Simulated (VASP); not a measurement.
# Be2Al (I4/mmm) in VASP: a series of runs

Be2Al is run at these levels: PBE; tasks: single point, relaxation of cell and atoms.

Everything below comes from runs of VASP 6.6.1. Logs are shortened: lines on timing, memory, paths and dates and some standing lists are left out, and cuts for length are marked.

## Step 1: The cell of the first run

Symmetry: I4/mmm, No. 139, tetragonal system. The conventional cell has a = 2.874 Å, b = 2.874 Å, c = 7.051 Å, α = 90.00°, β = 90.00°, γ = 90.00°. Within 3.1 Å of Be (site symmetry 4mm) lie 9 Be at 2.33 to 2.87 Å and 5 Al at 2.34 to 2.36 Å. Within 3.1 Å of Al (site symmetry 4/mmm) lie 10 Be at 2.34 to 2.36 Å and 4 Al at 2.87 Å.

## Step 2: Single point, PBE

INCAR reads:

```
PREC = Accurate ; ENCUT = 520
EDIFF = 1E-6 ; ISMEAR = 0
SIGMA = 0.1 ; LREAL = F
LASPH = T ; NELM = 100
ALGO = Fast ; ISIF = 2
LWAVE = F ; LCHARG = F
GGA = PE ; NBANDS = 10
```

KPOINTS reads:

```
Automatic mesh
0
Gamma
  8 8 8
```

POSCAR reads:

```
Be2Al
1.0
   -1.4371940549      1.4371940549      3.5256166659
    1.4371940549     -1.4371940549      3.5256166659
    1.4371940549      1.4371940549     -3.5256166659
Be Al
2 1
Direct
    0.6650000000      0.6650000000      0.0000000000
    0.3350000000      0.3350000000      0.0000000000
    0.0000000000      0.0000000000      0.0000000000
```

Potentials or basis: VASP PAW PBE potentials, release 64 (Be, Al).

Command:

```bash
$ cat potpaw_PBE.64/Be/POTCAR potpaw_PBE.64/Al/POTCAR > POTCAR
$ mpirun -np 1 vasp_std > vasp.out
```

OUTCAR:

```text
PREC = Accurate
   ENCUT = 520
   EDIFF = 1E-6
   ISMEAR = 0
   LREAL = F
   LASPH = T
   NELM = 100
   ISIF = 2
   GGA = PE

 ion  position               nearest neighbor table
   1  0.665  0.665  0.000-   2 2.33   3 2.34   3 2.34   3 2.34   3 2.34   2 2.36   2 2.36   2 2.36
                             2 2.36   3 2.36
   2  0.335  0.335  0.000-   1 2.33   3 2.34   3 2.34   3 2.34   3 2.34   1 2.36   1 2.36   1 2.36
                             1 2.36   3 2.36
   3  0.000  0.000  0.000-   1 2.34   1 2.34   1 2.34   2 2.34   1 2.34   2 2.34   2 2.34   2 2.34
                             1 2.36   2 2.36

  LATTYP: Found a body centered tetragonal cell.
 ALAT       =     2.8743881098
 C/A-ratio  =     2.4531250000

  Lattice vectors:

 A1 = (  -1.4371940549,   1.4371940549,   3.5256166659)
 A2 = (   1.4371940549,  -1.4371940549,   3.5256166659)
 A3 = (   1.4371940549,   1.4371940549,  -3.5256166659)

Analysis of symmetry for initial positions (statically):
=====================================================================
 Subroutine PRICEL returns:
 Original cell was already a primitive cell.

 Routine SETGRP: Setting up the symmetry group for a
 body centered tetragonal supercell.

 Subroutine GETGRP returns: Found 16 space group operations
 (whereof 16 operations were pure point group operations)
 out of a pool of 16 trial point group operations.

The static configuration has the point symmetry D_4h.

Analysis of symmetry for dynamics (positions and initial velocities):
=====================================================================
 Subroutine PRICEL returns:
 Original cell was already a primitive cell.

 Routine SETGRP: Setting up the symmetry group for a
 body centered tetragonal supercell.

 Subroutine GETGRP returns: Found 16 space group operations
 (whereof 16 operations were pure point group operations)
 out of a pool of 16 trial point group operations.

The dynamic configuration has the point symmetry D_4h.

 Subroutine INISYM returns: Found 16 space group operations
 (whereof 16 operations are pure point group operations),
 and found     1 'primitive' translations

----------------------------------------------------------------------------------------

                                     Primitive cell

  volume of cell :      29.1290

  direct lattice vectors                    reciprocal lattice vectors
    -1.437194055  1.437194055  3.525616666     0.000000000  0.347900131  0.141819162
     1.437194055 -1.437194055  3.525616666     0.347900131  0.000000000  0.141819162
     1.437194055  1.437194055 -3.525616666     0.347900131  0.347900131  0.000000000

  length of vectors
     4.069524097  4.069524097  4.069524097     0.375695589  0.375695589  0.492005084

  position of ions in fractional coordinates (direct lattice)
     0.665000000  0.665000000  0.000000000
     0.335000000  0.335000000  0.000000000
     0.000000000  0.000000000  0.000000000

  ion indices of the primitive-cell ions
   primitive index   ion index
                 1           1
                 2           2
                 3           3

----------------------------------------------------------------------------------------

 KPOINTS: Automatic mesh

Automatic generation of k-mesh.
 Grid dimensions read from file:
 generate k-points for:    8    8    8

 Generating k-lattice:

  Cartesian coordinates                     Fractional coordinates (reciprocal lattice)
     0.000000000  0.043487516  0.017727395     0.125000000  0.000000000 -0.000000000
     0.043487516  0.000000000  0.017727395     0.000000000  0.125000000 -0.000000000
     0.043487516  0.043487516  0.000000000     0.000000000  0.000000000  0.125000000

  Length of vectors
     0.046961949  0.046961949  0.061500635

  Shift w.r.t. Gamma in fractional coordinates (k-lattice)
     0.000000000  0.000000000  0.000000000

 Subroutine IBZKPT returns following result:
 ===========================================

 Found     59 irreducible k-points:

 Following reciprocal coordinates:
            Coordinates               Weight
  0.000000  0.000000  0.000000      1.000000
  0.125000  0.000000  0.000000      8.000000
  0.250000  0.000000  0.000000      8.000000
  0.375000  0.000000  0.000000      8.000000
  0.500000  0.000000  0.000000      4.000000
  0.125000  0.125000  0.000000      8.000000
[... 16 lines left out ...]
  0.250000  0.125000  0.125000     16.000000
  0.375000  0.125000  0.125000      8.000000
 [... further k-points ...]
   k-points           NKPTS =     59   k-points in BZ     NKDIM =     59   number of bands    NBANDS=     10
   number of dos      NEDOS =    301   number of ions     NIONS =      3
   total plane-waves  NPLWV =  27000
   dimension x,y,z NGX =    30 NGY =   30 NGZ =   30
   dimension x,y,z NGXF=    60 NGYF=   60 NGZF=   60
   ions per type =               2   1
   NGX,Y,Z   is equivalent  to a cutoff of  12.26, 12.26, 12.26 a.u.
   NGXF,Y,Z  is equivalent  to a cutoff of  24.51, 24.51, 24.51 a.u.
 SYSTEM =  unknown system
   PREC   = accura    normal or accurate (medium, high low for compatibility)
   ISTART =      0    job   : 0-new  1-cont  2-samecut
   ICHARG =      2    charge: 1-file 2-atom 10-const
   ISPIN  =      1    spin polarized calculation?
   LNONCOLLINEAR =      F non collinear calculations
   LSORBIT =      F    spin-orbit coupling
   LASPH  =      T    aspherical Exc in radial PAW
   ENCUT  =  520.0 eV  38.22 Ry    6.18 a.u.   7.57  7.57  7.57*2*pi/ulx,y,z
   NELM   =    100;   NELMIN=  2; NELMDL= -5     # of ELM steps
   EDIFF  = 0.1E-05   stopping-criterion for ELM
   LREAL  =      F    real-space projection
   EDIFFG = 0.1E-04   stopping-criterion for IOM
   NSW    =      0    number of steps for IOM
   IBRION =     -1    ionic relax: 0-MD 1-quasi-New 2-CG
   NFREE  =      0    steps in history (QN), initial steepest desc. (CG)
   ISIF   =      2    stress and relaxation
   ISYM   =      2    0-nonsym 1-usesym 2-fastsym
   POTIM  = 0.5000    time-step for ionic-motion
   TEBEG  =    0.0;   TEEND  =   0.0 temperature during run
   PSTRESS=    0.0 pullay stress
   NELECT =       7.0000    total number of electrons
   NUPDOWN=      -1.0000    fix difference up-down
   EMIN   =  10.00;   EMAX   =-10.00  energy-range for DOS
   EFERMI =   0.00;   METHOD = LEGACY
   ISMEAR =     0;   SIGMA  =   0.10  broadening in eV -4-tet -1-fermi 0-gaus
   EFERMI_NEDOS =   21; number of points for ismear=-14 and -15
   IALGO  =     68    algorithm
   IMIX   =      4    mixing-type and parameters
     AMIX     =   0.40;   BMIX     =  1.00
     AMIX_MAG =   1.60;   BMIX_MAG =  1.00
  volume/ion in A,a.u.               =       9.71        65.52
  Fermi-wavevector in a.u.,A,eV,Ry     =   1.017807  1.923377 14.094705  1.035932
  Thomas-Fermi vector in A             =   2.151229
   LORBIT       =      0    0 simple, 1 ext, 2 COOP (PROOUT), +10 PAW based schemes
   GGA     = PE    functional components
   LHFCALC =     F    Hartree Fock is set to
   AEXX    =    0.0000 exact exchange contribution
   IVDW    =     0    specifies the selected vdW correction
   LEPSILON=     F    determine dielectric tensor
   LRPA    =     F    only Hartree local field effects (RPA)
 non-spin polarized calculation
 RMM-DIIS sequential band-by-band and
 Gauss-broadening in eV      SIGMA  =   0.10
  energy-cutoff  :      520.00
  volume of cell :       29.13
 maximum number of plane-waves:       809
   NGX = 15   NGY = 15   NGZ = 15

 number of electron       7.0000000 magnetization

 Free energy of the ion-electron system (eV)
  ---------------------------------------------------
  ext. energy  EPLUGINS =         0.00000000
  ---------------------------------------------------
  free energy    TOTEN  =        -9.94866344 eV

  energy without entropy =       -9.94352218  energy(sigma->0) =       -9.94609281

 E-fermi :   8.7891     XC(G=0): -10.7819

 val. band max:        8.7697254566   @ k =   0.5000   0.1250   0.0000
 cond. band min:       8.8155758707   @ k =   0.3750   0.1250   0.1250
 fundamental gap:      0.0458504141
 Fermi energy:         8.7891280698

 k-point     1 :       0.0000    0.0000    0.0000
  band No.  band energies     occupation
      1      -3.4460      2.00000
      2       6.0358      2.00000
      3       6.9764      2.00000
      4      12.2701      0.00000
      5      12.2701      0.00000
      6      13.4245      0.00000
      7      13.4245      0.00000
      8      15.1051      0.00000
      9      18.1663      0.00000
     10      19.8698      0.00000

 k-point     2 :       0.1250    0.0000    0.0000
  band No.  band energies     occupation
      1      -3.1638      2.00000
      2       5.4366      2.00000
      3       7.7286      2.00000
      4      10.5810      0.00000
      5      11.7199      0.00000
      6      12.2617      0.00000
      7      13.9721      0.00000
      8      16.9291      0.00000
      9      19.3945      0.00000
     10      20.5954      0.00000

 k-point     3 :       0.2500    0.0000    0.0000
  band No.  band energies     occupation
      1      -2.3203      2.00000
      2       4.8904      2.00000
      3       6.3116      2.00000
      4      10.0310      0.00000
      5      10.6764      0.00000
      6      12.5334      0.00000
      7      15.2295      0.00000
      8      18.2525      0.00000
      9      19.9258      0.00000
     10      20.2794      0.00000
[... 248 lines left out ...]
 k-point    23 :       0.2500    0.1250    0.1250
  band No.  band energies     occupation
      1       0.0283      2.00000
      2       4.3352      2.00000
      3       5.6243      2.00000
      4       8.4670      1.99999
      5       9.1740      0.00000
      6      11.8348      0.00000
      7      13.2076      0.00000
      8      15.3064      0.00000
      9      18.3690      0.00000
     10      21.9024      0.00000

 k-point    24 :       0.3750    0.1250    0.1250
  band No.  band energies     occupation
      1       1.7319      2.00000
      2       2.1727      2.00000
      3       5.6251      2.00000
      4       8.8156      0.70838
      5       9.7105      0.00000
      6      10.2117      0.00000
      7      14.0901      0.00000
      8      16.9530      0.00000
      9      17.3450      0.00000
     10      19.4382      0.00000

 [... further k-points ...]

------------------------ aborting loop because EDIFF is reached ----------------------------------------

  FORCE on cell =-STRESS in cart. coord.  units (eV):
  Direction    XX          YY          ZZ          XY          YZ          ZX
  --------------------------------------------------------------------------------------
  -------------------------------------------------------------------------------------
  Total        3.9639562      3.9639562      3.2724886      0.0000000      0.0000000      0.0000000
  in kB      218.0286312    218.0286312    179.9959859      0.0000000      0.0000000      0.0000000
  external PRESSURE =     205.3510828 kB  Pullay stress =       0.0000000 kB

 VOLUME and BASIS-vectors are now :
 -----------------------------------------------------------------------------
  energy-cutoff  :      520.00
  volume of cell :       29.13
      direct lattice vectors                 reciprocal lattice vectors
    -1.437194055  1.437194055  3.525616666     0.000000000  0.347900131  0.141819162
     1.437194055 -1.437194055  3.525616666     0.347900131  0.000000000  0.141819162
     1.437194055  1.437194055 -3.525616666     0.347900131  0.347900131  0.000000000

 POSITION                                       TOTAL-FORCE (eV/Angst)
 -----------------------------------------------------------------------------------
      0.00000      0.00000      4.68907         0.000000      0.000000      0.766859
      0.00000      0.00000      2.36216        -0.000000     -0.000000     -0.766859
      0.00000      0.00000      0.00000        -0.000000     -0.000000      0.000000
 -----------------------------------------------------------------------------------
    total drift:                                0.000000     -0.000000     -0.000000

  FREE ENERGIE OF THE ION-ELECTRON SYSTEM (eV)
  ---------------------------------------------------
  free  energy   TOTEN  =        -9.9486634430 eV

  energy  without entropy=       -9.9435221788  energy(sigma->0) =       -9.94609281
```

It took 11 s on 1 thread of Intel Xeon 6975P-C (Granite Rapids), shared host; peak memory 0.16 GiB.

What came out:

- Free energy: -9.9487 eV
- Pressure: 20.5 GPa
- Largest force: 0.767 eV/Å
- Band gap on the k mesh: zero (an odd number of electrons rules out a gap without spin polarisation)

Forces on the atoms (eV/Å):
```
Be   0.000  0.000  0.767
Be   0.000  0.000 -0.767
Al   0.000  0.000  0.000
```

Levels at points of the mesh, in eV from the Fermi level:
```tsv
k point	band 1	band 2	band 3	band 4	band 5	band 6	band 7
(0.00, 0.00, 0.00)	-12.24	-2.75	-1.81	3.48	3.48	4.64	4.64
(0.50, 0.00, 0.00)	-8.07	-7.43	-4.17	-0.39	5.01	6.15	6.99
(0.50, 0.50, 0.00)	-5.67	-2.93	-2.92	-2.76	-2.05	-0.56	4.54
(0.50, 0.50, 0.50)	-10.33	-8.95	1.33	1.33	4.55	6.63	8.77
```

Caveat: the cell stands under pressure.

## Step 3: Single point, PBE

This run uses another cell than the first one, of 11.60 Å³/atom.

INCAR reads:

```
  ALGO = Normal
  EDIFF = 1E-7
  ENCUT = 520
  GGA = PE
  ISIF = 2
  ISMEAR = 0
  LASPH = True
  LCHARG = False
  LREAL = False
  LWAVE = False
  NBANDS = 10
  NELM = 100
  PREC = Accurate
  SIGMA = 0.1
```

KPOINTS reads:

```
k-points
0
Gamma
  8 8 8
```

POSCAR reads:

```
Be2Al
1.0
   -1.5761357105      1.5761357105      3.5017036182
    1.5761357105     -1.5761357105      3.5017036182
    1.5761357105      1.5761357105     -3.5017036182
Be Al
2 1
Direct
    0.6659046097      0.6659046097      0.0000000000
    0.3340953903      0.3340953903      0.0000000000
    0.0000000000      0.0000000000      0.0000000000
```

Potentials or basis: VASP PAW PBE potentials, release 64 (Be, Al).

Command:

```bash
$ cat potpaw_PBE.64/Be/POTCAR potpaw_PBE.64/Al/POTCAR > POTCAR
$ mpirun -np 1 vasp_std > vasp.out
```

Run time: 8.2 s. Hardware: 1 thread of Intel Xeon 6975P-C (Granite Rapids), shared host; peak memory 0.17 GiB.

Results (log left out):

- Free energy: -10.3083 eV
- Pressure: 0.3 GPa
- Largest force: 0.007 eV/Å
- Band gap on the k mesh: zero (an odd number of electrons rules out a gap without spin polarisation)

Forces in eV/Å, atoms in the order of the input:
```
Be   0.000  0.000  0.007
Be   0.000  0.000 -0.007
Al   0.000  0.000  0.000
```

Stress tensor (GPa, compression positive):
```
0.31 0.00 0.00
0.00 0.31 0.00
0.00 0.00 0.19
```

Levels at points of the mesh, in eV from the Fermi level:
| k point | band 1 | band 2 | band 3 | band 4 | band 5 | band 6 |
| --- | --- | --- | --- | --- | --- | --- |
| (0.00, 0.00, 0.00) | -10.85 | -1.20 | -0.40 | 2.92 | 2.92 | 3.78 |
| (0.50, 0.00, 0.00) | -7.24 | -6.57 | -3.07 | 0.30 | 3.95 | 5.40 |
| (0.50, 0.50, 0.00) | -4.98 | -3.41 | -2.12 | -2.05 | -2.01 | -0.96 |
| (0.50, 0.50, 0.50) | -8.77 | -7.63 | 0.55 | 0.55 | 4.19 | 4.83 |

## Step 4: Relaxation of cell and atoms, PBE

INCAR reads:

```
SYSTEM = Be2Al
ALGO     = Fast           ! electronic algorithm
EDIFF    = 1E-6           ! SCF threshold, eV
EDIFFG   = -0.04          ! ionic threshold
ENCUT    = 600            ! plane-wave cutoff, eV
GGA      = PE             ! functional
IBRION   = 2              ! ionic algorithm
ISIF     = 3              ! what is computed and relaxed
ISMEAR   = 0              ! smearing method
LASPH    = .TRUE.         ! aspherical terms in the spheres
LCHARG   = .FALSE.        ! write CHGCAR
LREAL    = .FALSE.        ! projectors in reciprocal space
LWAVE    = .FALSE.        ! write WAVECAR
NELM     = 100            ! most SCF steps
NSW      = 90             ! ionic steps
PREC     = Accurate       ! precision mode
SIGMA    = 0.1            ! smearing width, eV
```

KPOINTS reads:

```
k-points
0
G
  8 8 8
  0 0 0
```

POSCAR reads:

```
Be2Al
1.0
   -1.4371940549      1.4371940549      3.5256166659
    1.4371940549     -1.4371940549      3.5256166659
    1.4371940549      1.4371940549     -3.5256166659
Be Al
2 1
Direct
    0.6650000000      0.6650000000      0.0000000000
    0.3350000000      0.3350000000      0.0000000000
    0.0000000000      0.0000000000      0.0000000000
```

Command:

```bash
$ cat potpaw_PBE.64/Be/POTCAR potpaw_PBE.64/Al/POTCAR > POTCAR
$ mpirun -np 1 vasp_std > vasp.out
```

Wall time 40 s (1 thread of Intel Xeon 6975P-C (Granite Rapids), shared host); peak memory 0.21 GiB.

It converged, with:

```yaml
Free_energy: -10.2751 eV
Relaxed_volume: 11.36 Å³/atom
Relaxed_cell: a = 4.241 Å, b = 4.241 Å, c = 4.241 Å, α = 137.76°, β = 137.76°, γ = 61.27°
Space_group_after_relaxing_to_0.1_Å: I4/mmm (No. 139)
Energy_gained_by_relaxing: 108.8 meV/atom
Ionic_steps: 6
Pressure_after_relaxing: 0.3 GPa
Largest_force_after_relaxing: 0.021 eV/Å
Band_gap_on_the_k_mesh: zero (an odd number of electrons rules out a gap without spin polarisation)
```

Forces in eV/Å, atoms in the order of the input:
```
Be   0.000  0.000 -0.021
Be   0.000  0.000  0.021
Al   0.000  0.000  0.000
```

Stress tensor (GPa, compression positive):
```
0.36 0.00 0.00
0.00 0.36 0.00
0.00 0.00 0.15
```

Step by step:
```
step  energy change (eV)  largest force (eV/Å)  pressure (GPa)  volume (Å³)
   1              0.0000                0.7670           20.54        29.13
   2             -0.3138                0.2467           -1.62        34.70
   3             -0.3150                0.2681           -0.53        34.29
   4             -0.3150                0.2624           -0.82        34.39
   5             -0.3227                0.1547           -0.37        34.27
   6             -0.3263                0.0214            0.29        34.09
```

Final structure:
```
Be Al
1.0
    -1.52821    1.52821    3.64909
     1.52821   -1.52821    3.64909
     1.52821    1.52821   -3.64909
Be Al
2 1
Direct
  0.67430 0.67430 0.00000
  0.32570 0.32570 0.00000
  0.00000 0.00000 0.00000
```

Levels at points of the mesh, in eV from the Fermi level:
| k point | band 1 | band 2 | band 3 | band 4 | band 5 | band 6 |
| --- | --- | --- | --- | --- | --- | --- |
| (0.00, 0.00, 0.00) | -11.16 | -1.83 | -1.68 | 2.84 | 2.84 | 4.34 |
| (0.50, 0.00, 0.00) | -7.41 | -6.74 | -3.57 | -0.38 | 4.57 | 5.73 |
| (0.50, 0.50, 0.00) | -5.03 | -3.14 | -2.62 | -2.10 | -1.88 | -0.92 |
| (0.50, 0.50, 0.50) | -9.24 | -8.19 | 0.97 | 0.97 | 4.46 | 5.51 |

Caveat: the volume moved by over 15 % at a fixed basis, so the end points are rough.

## Step 5: The runs side by side

```csv
task,cell,cutoff (eV),gap on the mesh (eV),pressure (GPa),largest force (eV/Å)
single point,"a = 4.070 Å, angles 138.6, 138.6, 59.9°, 3 atoms, atomic positions A",520,none,20.5,0.77
single point,"a = 4.151 Å, angles 135.4, 135.4, 65.0°, 3 atoms, atomic positions B",520,none,0.3,0.01
relaxation of cell and atoms,"relaxed from a = 4.070 Å, angles 138.6, 138.6, 59.9°, 3 atoms, atomic positions A",600,none,0.3,0.02
```

Alike in all rows: level PBE; potentials or basis VASP PAW PBE potentials, release 64 (Be, Al); no spin polarisation; k mesh 8 × 8 × 8; smearing gaussian 0.1 eV.

Caveats: the cell stands under pressure (at least some runs); the volume moved by over 15 % at a fixed basis, so the end points are rough (at least some runs).

Total energies depend on the potentials used, so only differences within one code and one set of settings carry meaning.

The gap in the log of VASP goes by the Fermi energy; the results here count the filled bands.